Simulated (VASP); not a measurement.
# LiH (P6_3/mmc) in VASP: further runs

LiH is run at these levels: r2SCAN, HSE06; tasks: single point.

Everything below comes from runs of VASP 6.6.1. Logs are shortened: lines on timing, memory, paths and dates and some standing lists are left out, and cuts for length are marked.

## Step 1: The cell of the first run

Symmetry: P6_3/mmc, No. 194, hexagonal system. Conventional cell: a = 2.782 Å, b = 2.782 Å, c = 4.873 Å, α = 90.00°, β = 90.00°, γ = 120.00°. Li (site symmetry -3m) has 6 H at 2.02 Å and 2 Li at 2.44 Å within 2.7 Å. H (site symmetry -6m2) has 6 Li at 2.02 Å within 2.7 Å.

## Step 2: Single point, r2SCAN

Contents of POSCAR:

```
LiH
1.0
    2.7815484432      0.0000000000      0.0000000000
   -1.3907742216      2.4088916137      0.0000000000
    0.0000000000      0.0000000000      4.8729607008
Li H
2 2
Direct
    0.0000000000      0.0000000000      0.0000000000
    0.0000000000      0.0000000000      0.5000000000
    0.3333333333      0.6666666667      0.2500000000
    0.6666666667      0.3333333333      0.7500000000
```

Contents of INCAR.step1:

```
PREC = Accurate
ENCUT = 520
ISMEAR = 0
SIGMA = 0.01
LREAL = F
LASPH = T
NELM = 100
NBANDS = 12
GGA = PE
ALGO = Normal
EDIFF = 1E-4
LWAVE = T
LCHARG = F
```

Contents of INCAR.step2:

```
PREC = Accurate
ENCUT = 520
EDIFF = 1E-6
ISMEAR = 0
SIGMA = 0.01
LREAL = F
LASPH = T
NELM = 100
ALGO = Normal
ISIF = 2
LWAVE = F
LCHARG = F
METAGGA = R2SCAN
LMIXTAU = T
NBANDS = 12
ISTART = 1
```

Contents of KPOINTS:

```
Automatic mesh
0
Gamma
  12 12 6
```

Potentials or basis: VASP PAW PBE potentials, release 64 (Li_sv, H).

Launch:

```console
cat potpaw_PBE.64/Li_sv/POTCAR potpaw_PBE.64/H/POTCAR > POTCAR
cp INCAR.step1 INCAR
mpirun -np 1 vasp_std > vasp.out
cp INCAR.step2 INCAR
mpirun -np 1 vasp_std > vasp.out
```

OUTCAR:

```text
PREC = Accurate
   ENCUT = 520
   EDIFF = 1E-6
   ISMEAR = 0
   LREAL = F
   LASPH = T
   NELM = 100
   ISIF = 2
   METAGGA = R2SCAN
   ISTART = 1

 ion  position               nearest neighbor table
   1  0.000  0.000  0.000-   2 2.44   2 2.44
   2  0.000  0.000  0.500-   1 2.44   1 2.44
   3  0.333  0.667  0.250-
   4  0.667  0.333  0.750-

  LATTYP: Found a hexagonal cell.
 ALAT       =     2.7815484432
 C/A-ratio  =     1.7518877705

  Lattice vectors:

 A1 = (   2.7815484432,   0.0000000000,   0.0000000000)
 A2 = (  -1.3907742216,   2.4088916137,   0.0000000000)
 A3 = (   0.0000000000,   0.0000000000,   4.8729607008)

Analysis of symmetry for initial positions (statically):
=====================================================================
 Subroutine PRICEL returns:
 Original cell was already a primitive cell.

 Routine SETGRP: Setting up the symmetry group for a
 hexagonal supercell.

 Subroutine GETGRP returns: Found 24 space group operations
 (whereof 12 operations were pure point group operations)
 out of a pool of 24 trial point group operations.

The static configuration has the point symmetry D_3d.
 The point group associated with its full space group is D_6h.

Analysis of symmetry for dynamics (positions and initial velocities):
=====================================================================
 Subroutine PRICEL returns:
 Original cell was already a primitive cell.

 Routine SETGRP: Setting up the symmetry group for a
 hexagonal supercell.

 Subroutine GETGRP returns: Found 24 space group operations
 (whereof 12 operations were pure point group operations)
 out of a pool of 24 trial point group operations.

The dynamic configuration has the point symmetry D_3d.
 The point group associated with its full space group is D_6h.

 Subroutine INISYM returns: Found 24 space group operations
 (whereof 12 operations are pure point group operations),
 and found     1 'primitive' translations

----------------------------------------------------------------------------------------

                                     Primitive cell

  volume of cell :      32.6510

  direct lattice vectors                    reciprocal lattice vectors
     2.781548443  0.000000000  0.000000000     0.359511984  0.207564341  0.000000000
    -1.390774222  2.408891614  0.000000000     0.000000000  0.415128682  0.000000000
[... 101 lines left out ...]
   NUPDOWN=      -1.0000    fix difference up-down
   EMIN   =  10.00;   EMAX   =-10.00  energy-range for DOS
   EFERMI =   0.00;   METHOD = LEGACY
   ISMEAR =     0;   SIGMA  =   0.01  broadening in eV -4-tet -1-fermi 0-gaus
   EFERMI_NEDOS =   21; number of points for ismear=-14 and -15
   IALGO  =     38    algorithm
   IMIX   =      4    mixing-type and parameters
     AMIX     =   0.40;   BMIX     =  1.00
     AMIX_MAG =   1.60;   BMIX_MAG =  1.00
  volume/ion in A,a.u.               =       8.16        55.08
  Fermi-wavevector in a.u.,A,eV,Ry     =   1.024407  1.935849 14.278087  1.049410
  Thomas-Fermi vector in A             =   2.158192
   LORBIT       =      0    0 simple, 1 ext, 2 COOP (PROOUT), +10 PAW based schemes
   METAGGA = R2SCAN    functional components
   LHFCALC =     F    Hartree Fock is set to
   AEXX    =    0.0000 exact exchange contribution
   IVDW    =     0    specifies the selected vdW correction
   LEPSILON=     F    determine dielectric tensor
   LRPA    =     F    only Hartree local field effects (RPA)
 non-spin polarized calculation
 Gauss-broadening in eV      SIGMA  =   0.01
  energy-cutoff  :      520.00
  volume of cell :       32.65
 maximum number of plane-waves:       895
 NGX is ok and might be reduce to    24
   NGX = 11   NGY = 11   NGZ = 19

 number of electron       8.0000007 magnetization

 Free energy of the ion-electron system (eV)
  ---------------------------------------------------
  ext. energy  EPLUGINS =         0.00000000
  ---------------------------------------------------
  free energy    TOTEN  =       -13.42005717 eV

  energy without entropy =      -13.42005717  energy(sigma->0) =      -13.42005717

 E-fermi :  -0.1007     XC(G=0):  -8.7689

 val. band max:       -0.3226623899   @ k =   0.5000  -0.0000   0.0000
 cond. band min:       4.6875479548   @ k =   0.5000  -0.0000   0.5000
 fundamental gap:      5.0102103448
 Fermi energy:        -0.1007277836

 k-point     1 :       0.0000    0.0000    0.0000
  band No.  band energies     occupation
      1     -46.1698      2.00000
      2     -46.1048      2.00000
      3      -5.6179      2.00000
      4      -3.3563      2.00000
      5       4.9957      0.00000
      6      15.4700      0.00000
      7      16.9202      0.00000
      8      17.5331      0.00000
      9      17.5338      0.00000
     10      17.6064      0.00000
     11      20.2638      0.00000
     12      20.2639      0.00000
[... 331 lines left out ...]
 k-point    24 :       0.3333    0.0000    0.1667
  band No.  band energies     occupation
      1     -46.1375      2.00000
      2     -46.0854      2.00000
      3      -3.7302      2.00000
      4      -1.4831      2.00000
      5       6.0406      0.00000
      6       6.8704      0.00000
      7       9.4035      0.00000
      8      13.1112      0.00000
      9      14.1642      0.00000
     10      15.9641      0.00000
     11      17.2739      0.00000
     12      17.3040      0.00000

 [... further k-points ...]

------------------------ aborting loop because EDIFF is reached ----------------------------------------

  FORCE on cell =-STRESS in cart. coord.  units (eV):
  Direction    XX          YY          ZZ          XY          YZ          ZX
  --------------------------------------------------------------------------------------
  -------------------------------------------------------------------------------------
  Total       -0.1048508     -0.1048508     -0.0787514      0.0000000     -0.0000000      0.0000000
  in kB       -5.1450021     -5.1450021     -3.8643096      0.0000000     -0.0000000      0.0000000
  external PRESSURE =      -4.7181046 kB  Pullay stress =       0.0000000 kB

 VOLUME and BASIS-vectors are now :
 -----------------------------------------------------------------------------
  energy-cutoff  :      520.00
  volume of cell :       32.65
      direct lattice vectors                 reciprocal lattice vectors
     2.781548443  0.000000000  0.000000000     0.359511984  0.207564341  0.000000000
    -1.390774222  2.408891614  0.000000000     0.000000000  0.415128682  0.000000000
     0.000000000  0.000000000  4.872960701     0.000000000  0.000000000  0.205214050

 POSITION                                       TOTAL-FORCE (eV/Angst)
 -----------------------------------------------------------------------------------
      0.00000      0.00000      0.00000         0.000000      0.000000     -0.000000
      0.00000      0.00000      2.43648         0.000000      0.000000     -0.000000
     -0.00000      1.60593      1.21824        -0.000000     -0.000000      0.000000
      1.39077      0.80296      3.65472         0.000000     -0.000000      0.000000
 -----------------------------------------------------------------------------------
    total drift:                               -0.000000      0.000000      0.000000

  FREE ENERGIE OF THE ION-ELECTRON SYSTEM (eV)
  ---------------------------------------------------
  free  energy   TOTEN  =       -13.4200571656 eV

  energy  without entropy=      -13.4200571656  energy(sigma->0) =      -13.42005717
```

OUTCAR.step1:

```text
PREC = Accurate
   ENCUT = 520
   ISMEAR = 0
   LREAL = F
[... 592 lines left out ...]
      0.00000      0.00000      0.00000         0.000000      0.000000      0.000000
      0.00000      0.00000      2.43648         0.000000      0.000000      0.000000
     -0.00000      1.60593      1.21824         0.000000      0.000000     -0.000000
      1.39077      0.80296      3.65472        -0.000000     -0.000000      0.000000
 -----------------------------------------------------------------------------------
    total drift:                               -0.000000      0.000000      0.000000

  FREE ENERGIE OF THE ION-ELECTRON SYSTEM (eV)
  ---------------------------------------------------
  free  energy   TOTEN  =       -12.0425317303 eV

  energy  without entropy=      -12.0425317303  energy(sigma->0) =      -12.04253173
```

It took 3.7 min on 1 thread of AMD EPYC 7R43 (Zen 3), shared host; peak memory 0.13 GiB.

What came out:

```yaml
Free_energy: -13.4201 eV
Band_gap_on_the_k_mesh: 5.01 eV, indirect (least direct gap 5.61 eV)
```

Levels at points of the mesh, in eV from the valence-band top:
| k point | band 2 | band 3 | band 4 | band 5 | band 6 | band 7 |
| --- | --- | --- | --- | --- | --- | --- |
| (0.00, 0.00, 0.00) | -45.78 | -5.30 | -3.03 | 5.32 | 15.79 | 17.24 |
| (0.50, 0.00, 0.00) | -45.75 | -2.44 | 0.00 | 5.61 | 6.58 | 6.78 |
| (0.00, 0.00, 0.50) | -45.81 | -4.38 | -4.38 | 9.37 | 9.37 | 17.06 |
| (0.50, 0.00, 0.50) | -45.78 | -1.35 | -1.35 | 5.01 | 5.01 | 12.37 |

Caveat: the cutoff is under 1.25 times the usual one of these potentials, so pressure, stress and relaxed cells hold a basis-set (Pulay) error; the PAW data sets were made with another functional, which shifts forces and pressure a little. r2SCAN opens gaps a little over a GGA but as a rule still falls short of measured ones.

## Step 3: Single point, HSE06

POSCAR is that of step 2.

Contents of INCAR.step1:

```
SYSTEM = LiH
ALGO = Normal
EDIFF = 1E-5
ENCUT = 520
GGA = PE
ISIF = 2
ISMEAR = 0
LASPH = .TRUE.
LCHARG = .FALSE.
LREAL = .FALSE.
LWAVE = .TRUE.
NBANDS = 12
NELM = 100
PREC = Accurate
SIGMA = 0.01
```

Contents of INCAR.step2:

```
SYSTEM = LiH
ALGO = Normal
EDIFF = 1E-6
ENCUT = 520
GGA = PE
HFSCREEN = 0.2079
ISIF = 2
ISMEAR = 0
ISTART = 1
LASPH = .TRUE.
LCHARG = .FALSE.
LHFCALC = .TRUE.
LREAL = .FALSE.
LWAVE = .FALSE.
NBANDS = 12
NELM = 100
PREC = Accurate
PRECFOCK = Normal
SIGMA = 0.01
```

Contents of KPOINTS:

```
k-points
0
G
  6 6 4
  0 0 0
```

Potentials or basis: VASP PAW PBE potentials, release 64 (Li_sv, H).

Launch:

```console
cat potpaw_PBE.64/Li_sv/POTCAR potpaw_PBE.64/H/POTCAR > POTCAR
cp INCAR.step1 INCAR
mpirun -np 1 vasp_std > vasp.out
cp INCAR.step2 INCAR
mpirun -np 1 vasp_std > vasp.out
```

Wall time 7.2 min (1 thread of AMD EPYC 7R43 (Zen 3), shared host); peak memory 0.22 GiB.

It converged, with:

| Quantity | Value |
| --- | --- |
| Free energy | -13.3604 eV |
| Band gap on the k mesh | 5.39 eV, indirect (least direct gap 6.03 eV) |

Levels at points of the mesh, in eV from the valence-band top:
```csv
k point,band 1,band 2,band 3,band 4,band 5,band 6,band 7,band 8,band 9
"(0.00, 0.00, 0.00)",-47.37,-47.30,-5.89,-3.27,5.61,16.12,17.59,17.89,17.89
"(0.50, 0.00, 0.00)",-47.33,-47.27,-2.64,0.00,6.07,6.96,7.23,12.97,13.50
"(0.00, 0.00, 0.50)",-47.34,-47.34,-4.84,-4.84,9.80,9.80,17.35,17.35,19.30
"(0.50, 0.00, 0.50)",-47.30,-47.30,-1.46,-1.46,5.39,5.39,12.86,12.86,14.53
```

Caveat: the k points lie up to 0.43 Å⁻¹ apart; the cutoff is under 1.25 times the usual one of these potentials, so pressure, stress and relaxed cells hold a basis-set (Pulay) error; the PAW data sets were made with another functional, which shifts forces and pressure a little.
